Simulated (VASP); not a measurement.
# Ga2PtCl4 (P4/mmm) in VASP: single point with PBE

Aim: the single point of Ga2PtCl4 with PBE.

All numbers are computed with VASP 6.6.1; they aren't measurements. Logs are shortened: lines on timing, memory, paths and dates and some standing lists are left out, and cuts for length are marked.

**1. The cell of the first run**

The structure is tetragonal, space group P4/mmm (No. 123). Conventional cell: a = 6.980 Å, b = 6.980 Å, c = 4.016 Å, α = 90.00°, β = 90.00°, γ = 90.00°. Within 4.2 Å of Ga (site symmetry mmm) lie 8 Cl at 3.19 Å and 2 Ga at 4.02 Å and 4 Pt at 4.03 Å. Pt (site symmetry 4/mmm) has 4 Cl at 2.32 Å within 3.1 Å. Cl (site symmetry m2m) has 1 Pt at 2.32 Å and 4 Ga at 3.19 Å and 2 Cl at 3.28 Å within 3.3 Å.

**2. Single point, PBE**

INCAR

```
SYSTEM = Ga2PtCl4
PREC     = Accurate       ! precision mode
ENCUT    = 520            ! plane-wave cutoff, eV
EDIFF    = 1E-6           ! SCF threshold, eV
ISMEAR   = 0              ! smearing method
SIGMA    = 0.01           ! smearing width, eV
LREAL    = .FALSE.        ! projectors in reciprocal space
LASPH    = .TRUE.         ! aspherical terms in the spheres
NELM     = 80             ! most SCF steps
ALGO     = Normal         ! electronic algorithm
ISIF     = 2              ! what is computed and relaxed
LWAVE    = .FALSE.        ! write WAVECAR
LCHARG   = .FALSE.        ! write CHGCAR
GGA      = PE             ! functional
NBANDS   = 41             ! bands
```

KPOINTS

```
Automatic mesh
0
G
  4 4 8
  0 0 0
```

POSCAR

```
Ga2PtCl4
1.0
    6.9800618592      0.0000000000      0.0000000000
    0.0000000000      6.9800618592      0.0000000000
    0.0000000000      0.0000000000      4.0160653177
Ga Pt Cl
2 1 4
Direct
    0.5000000000      0.0000000000      0.5000000000
    0.0000000000      0.5000000000      0.5000000000
    0.0000000000      0.0000000000      0.0000000000
    0.2346831046      0.2346831046      0.0000000000
    0.7653168954      0.2346831046      0.0000000000
    0.7653168954      0.7653168954      0.0000000000
    0.2346831046      0.7653168954      0.0000000000
```

Potentials or basis: VASP PAW PBE potentials, release 64 (Ga_d, Pt, Cl).

Started as:

```sh
$ cat potpaw_PBE.64/Ga_d/POTCAR potpaw_PBE.64/Pt/POTCAR potpaw_PBE.64/Cl/POTCAR > POTCAR
$ mpirun -np 1 vasp_std > vasp.out
```

OUTCAR:

```text
SYSTEM = Ga2PtCl4
   PREC = Accurate
   ENCUT = 520
   EDIFF = 1E-6
   ISMEAR = 0
   LREAL = .FALSE.
   LASPH = .TRUE.
   NELM = 80
   ISIF = 2
   GGA = PE

 ion  position               nearest neighbor table
   1  0.500  0.000  0.500-
   2  0.000  0.500  0.500-
   3  0.000  0.000  0.000-   4 2.32   5 2.32   6 2.32   7 2.32
   4  0.235  0.235  0.000-   3 2.32
   5  0.765  0.235  0.000-   3 2.32
   6  0.765  0.765  0.000-   3 2.32
   7  0.235  0.765  0.000-   3 2.32

  LATTYP: Found a simple tetragonal cell.
 ALAT       =     6.9800618592
 C/A-ratio  =     0.5753624250

  Lattice vectors:

 A1 = (   6.9800618592,   0.0000000000,   0.0000000000)
 A2 = (   0.0000000000,   6.9800618592,   0.0000000000)
 A3 = (   0.0000000000,   0.0000000000,   4.0160653177)

Analysis of symmetry for initial positions (statically):
=====================================================================
 Subroutine PRICEL returns:
 Original cell was already a primitive cell.

 Routine SETGRP: Setting up the symmetry group for a
 simple tetragonal supercell.

 Subroutine GETGRP returns: Found 16 space group operations
 (whereof 16 operations were pure point group operations)
 out of a pool of 16 trial point group operations.

The static configuration has the point symmetry D_4h.

Analysis of symmetry for dynamics (positions and initial velocities):
=====================================================================
 Subroutine PRICEL returns:
 Original cell was already a primitive cell.

 Routine SETGRP: Setting up the symmetry group for a
 simple tetragonal supercell.

 Subroutine GETGRP returns: Found 16 space group operations
 (whereof 16 operations were pure point group operations)
 out of a pool of 16 trial point group operations.

The dynamic configuration has the point symmetry D_4h.

 Subroutine INISYM returns: Found 16 space group operations
 (whereof 16 operations are pure point group operations),
 and found     1 'primitive' translations

----------------------------------------------------------------------------------------

                                     Primitive cell

  volume of cell :     195.6678

  direct lattice vectors                    reciprocal lattice vectors
     6.980061859  0.000000000  0.000000000     0.143265206  0.000000000  0.000000000
     0.000000000  6.980061859  0.000000000     0.000000000  0.143265206  0.000000000
     0.000000000  0.000000000  4.016065318     0.000000000  0.000000000  0.248999934

  length of vectors
     6.980061859  6.980061859  4.016065318     0.143265206  0.143265206  0.248999934

  position of ions in fractional coordinates (direct lattice)
     0.500000000  0.000000000  0.500000000
     0.000000000  0.500000000  0.500000000
     0.000000000  0.000000000  0.000000000
     0.234683105  0.234683105  0.000000000
     0.765316895  0.234683105  0.000000000
     0.765316895  0.765316895  0.000000000
     0.234683105  0.765316895  0.000000000

  ion indices of the primitive-cell ions
   primitive index   ion index
                 1           1
                 2           2
                 3           3
                 4           4
                 5           5
                 6           6
                 7           7

----------------------------------------------------------------------------------------

 KPOINTS: Automatic mesh

Automatic generation of k-mesh.
 Grid dimensions read from file:
 generate k-points for:    4    4    8

 Generating k-lattice:

  Cartesian coordinates                     Fractional coordinates (reciprocal lattice)
     0.035816301  0.000000000  0.000000000     0.250000000  0.000000000  0.000000000
     0.000000000  0.035816301  0.000000000     0.000000000  0.250000000  0.000000000
     0.000000000  0.000000000  0.031124992     0.000000000  0.000000000  0.125000000

  Length of vectors
     0.035816301  0.035816301  0.031124992

  Shift w.r.t. Gamma in fractional coordinates (k-lattice)
     0.000000000  0.000000000  0.000000000

 Subroutine IBZKPT returns following result:
 ===========================================

 Found     30 irreducible k-points:

 Following reciprocal coordinates:
            Coordinates               Weight
  0.000000  0.000000  0.000000      1.000000
  0.250000  0.000000  0.000000      4.000000
  0.500000  0.000000  0.000000      2.000000
  0.250000  0.250000  0.000000      4.000000
  0.500000  0.250000  0.000000      4.000000
  0.500000  0.500000  0.000000      1.000000
[... 16 lines left out ...]
  0.500000  0.250000  0.375000      8.000000
  0.500000  0.500000  0.375000      2.000000
 [... further k-points ...]
   k-points           NKPTS =     30   k-points in BZ     NKDIM =     30   number of bands    NBANDS=     41
   number of dos      NEDOS =    301   number of ions     NIONS =      7
   total plane-waves  NPLWV =  87480
   dimension x,y,z NGX =    54 NGY =   54 NGZ =   30
   dimension x,y,z NGXF=   108 NGYF=  108 NGZF=   60
   ions per type =               2   1   4
   NGX,Y,Z   is equivalent  to a cutoff of  12.86, 12.86, 12.42 a.u.
   NGXF,Y,Z  is equivalent  to a cutoff of  25.72, 25.72, 24.84 a.u.
 SYSTEM =  Ga2PtCl4
   PREC   = accura    normal or accurate (medium, high low for compatibility)
   ISTART =      0    job   : 0-new  1-cont  2-samecut
   ICHARG =      2    charge: 1-file 2-atom 10-const
   ISPIN  =      1    spin polarized calculation?
   LNONCOLLINEAR =      F non collinear calculations
   LSORBIT =      F    spin-orbit coupling
   LASPH  =      T    aspherical Exc in radial PAW
   ENCUT  =  520.0 eV  38.22 Ry    6.18 a.u.  12.98 12.98  7.47*2*pi/ulx,y,z
   NELM   =     80;   NELMIN=  2; NELMDL= -5     # of ELM steps
   EDIFF  = 0.1E-05   stopping-criterion for ELM
   LREAL  =      F    real-space projection
   EDIFFG = 0.1E-04   stopping-criterion for IOM
   NSW    =      0    number of steps for IOM
   IBRION =     -1    ionic relax: 0-MD 1-quasi-New 2-CG
   NFREE  =      0    steps in history (QN), initial steepest desc. (CG)
   ISIF   =      2    stress and relaxation
   ISYM   =      2    0-nonsym 1-usesym 2-fastsym
   POTIM  = 0.5000    time-step for ionic-motion
   TEBEG  =    0.0;   TEEND  =   0.0 temperature during run
   PSTRESS=    0.0 pullay stress
   NELECT =      64.0000    total number of electrons
   NUPDOWN=      -1.0000    fix difference up-down
   EMIN   =  10.00;   EMAX   =-10.00  energy-range for DOS
   EFERMI =   0.00;   METHOD = LEGACY
   ISMEAR =     0;   SIGMA  =   0.01  broadening in eV -4-tet -1-fermi 0-gaus
   EFERMI_NEDOS =   21; number of points for ismear=-14 and -15
   IALGO  =     38    algorithm
   IMIX   =      4    mixing-type and parameters
     AMIX     =   0.40;   BMIX     =  1.00
     AMIX_MAG =   1.60;   BMIX_MAG =  1.00
  volume/ion in A,a.u.               =      27.95       188.63
  Fermi-wavevector in a.u.,A,eV,Ry     =   1.127964  2.131542 17.310715  1.272302
  Thomas-Fermi vector in A             =   2.264652
   LORBIT       =      0    0 simple, 1 ext, 2 COOP (PROOUT), +10 PAW based schemes
   GGA     = PE    functional components
   LHFCALC =     F    Hartree Fock is set to
   AEXX    =    0.0000 exact exchange contribution
   IVDW    =     0    specifies the selected vdW correction
   LEPSILON=     F    determine dielectric tensor
   LRPA    =     F    only Hartree local field effects (RPA)
 non-spin polarized calculation
 Gauss-broadening in eV      SIGMA  =   0.01
  energy-cutoff  :      520.00
  volume of cell :      195.67
 maximum number of plane-waves:      5308
 NGX is ok and might be reduce to    54
   NGX = 25   NGY = 25   NGZ = 15

 number of electron      64.0000007 magnetization

 Free energy of the ion-electron system (eV)
  ---------------------------------------------------
  ext. energy  EPLUGINS =         0.00000000
  ---------------------------------------------------
  free energy    TOTEN  =       -23.34795143 eV

  energy without entropy =      -23.34795143  energy(sigma->0) =      -23.34795143

 E-fermi :   1.7388     XC(G=0):  -8.3061

 val. band max:        1.6436992367   @ k =   0.0000   0.0000   0.0000
 cond. band min:       2.7492564615   @ k =   0.5000   0.5000   0.0000
 fundamental gap:      1.1055572248
 Fermi energy:         1.7388033805

 k-point     1 :       0.0000    0.0000    0.0000
  band No.  band energies     occupation
      1     -13.9728      2.00000
      2     -13.3536      2.00000
      3     -13.3536      2.00000
      4     -13.3151      2.00000
      5     -12.4884      2.00000
      6     -12.4875      2.00000
[... 33 lines left out ...]
     40       7.4931      0.00000
     41       8.3934      0.00000

 k-point     2 :       0.2500    0.0000    0.0000
  band No.  band energies     occupation
      1     -13.9359      2.00000
      2     -13.4017      2.00000
      3     -13.3621      2.00000
      4     -13.3061      2.00000
      5     -12.4881      2.00000
      6     -12.4875      2.00000
[... 33 lines left out ...]
     40       7.2005      0.00000
     41       8.4908      0.00000

 k-point     3 :       0.5000    0.0000    0.0000
  band No.  band energies     occupation
      1     -13.8911      2.00000
      2     -13.4575      2.00000
      3     -13.3684      2.00000
      4     -13.2993      2.00000
      5     -12.4879      2.00000
      6     -12.4875      2.00000
[... 33 lines left out ...]
     40       6.6357      0.00000
     41       8.0633      0.00000

 k-point     4 :       0.2500    0.2500    0.0000
  band No.  band energies     occupation
      1     -13.8991      2.00000
      2     -13.4092      2.00000
      3     -13.3769      2.00000
      4     -13.3307      2.00000
      5     -12.4885      2.00000
      6     -12.4877      2.00000
[... 825 lines left out ...]
     40       6.7163      0.00000
     41       7.3060      0.00000

 k-point    23 :       0.5000    0.2500    0.3750
  band No.  band energies     occupation
      1     -13.7865      2.00000
      2     -13.3840      2.00000
      3     -13.3064      2.00000
      4     -13.2703      2.00000
      5     -12.4832      2.00000
      6     -12.4831      2.00000
[... 33 lines left out ...]
     40       7.0768      0.00000
     41       7.8616      0.00000

 k-point    24 :       0.5000    0.5000    0.3750
  band No.  band energies     occupation
      1     -13.7566      2.00000
      2     -13.3867      2.00000
      3     -13.3031      2.00000
      4     -13.3031      2.00000
      5     -12.4838      2.00000
      6     -12.4836      2.00000
[... 33 lines left out ...]
     40       7.3469      0.00000
     41       8.2800      0.00000

 [... further k-points ...]

------------------------ aborting loop because EDIFF is reached ----------------------------------------

  FORCE on cell =-STRESS in cart. coord.  units (eV):
  Direction    XX          YY          ZZ          XY          YZ          ZX
  --------------------------------------------------------------------------------------
  -------------------------------------------------------------------------------------
  Total       -0.1868218     -0.1868218     -0.0321272      0.0000000      0.0000000     -0.0000000
  in kB       -1.5297442     -1.5297442     -0.2630658      0.0000000      0.0000000     -0.0000000
  external PRESSURE =      -1.1075181 kB  Pullay stress =       0.0000000 kB

 VOLUME and BASIS-vectors are now :
 -----------------------------------------------------------------------------
  energy-cutoff  :      520.00
  volume of cell :      195.67
      direct lattice vectors                 reciprocal lattice vectors
     6.980061859  0.000000000  0.000000000     0.143265206  0.000000000  0.000000000
     0.000000000  6.980061859  0.000000000     0.000000000  0.143265206  0.000000000
     0.000000000  0.000000000  4.016065318     0.000000000  0.000000000  0.248999934

 POSITION                                       TOTAL-FORCE (eV/Angst)
 -----------------------------------------------------------------------------------
      3.49003      0.00000      2.00803         0.000000     -0.000000     -0.000000
      0.00000      3.49003      2.00803         0.000000     -0.000000     -0.000000
      0.00000      0.00000      0.00000         0.000000     -0.000000     -0.000000
      1.63810      1.63810      0.00000        -0.017641     -0.017641     -0.000000
      5.34196      1.63810      0.00000         0.017641     -0.017641      0.000000
      5.34196      5.34196      0.00000         0.017641      0.017641     -0.000000
      1.63810      5.34196      0.00000        -0.017641      0.017641     -0.000000
 -----------------------------------------------------------------------------------
    total drift:                                0.000000     -0.000000      0.000000

  FREE ENERGIE OF THE ION-ELECTRON SYSTEM (eV)
  ---------------------------------------------------
  free  energy   TOTEN  =       -23.3479514332 eV

  energy  without entropy=      -23.3479514332  energy(sigma->0) =      -23.34795143
```

It took 5.3 min on 1 thread of Intel Xeon Platinum 8259CL at 2.50GHz (Skylake/Cascade Lake), shared host; peak memory 0.41 GiB.

What came out:

* Free energy: -23.3480 eV
* Pressure: -0.1 GPa
* Largest force: 0.025 eV/Å
* Band gap on the k mesh: 1.11 eV (least direct gap 1.69 eV)

Forces on the atoms (eV/Å):
```
Ga   0.000  0.000  0.000
Ga   0.000  0.000  0.000
Pt   0.000  0.000  0.000
Cl  -0.018 -0.018  0.000
Cl   0.018 -0.018  0.000
Cl   0.018  0.018  0.000
Cl  -0.018  0.018  0.000
```

Caveat: spin-orbit coupling is left out, which moves the levels of the heavy elements. A k mesh can miss the band edges.
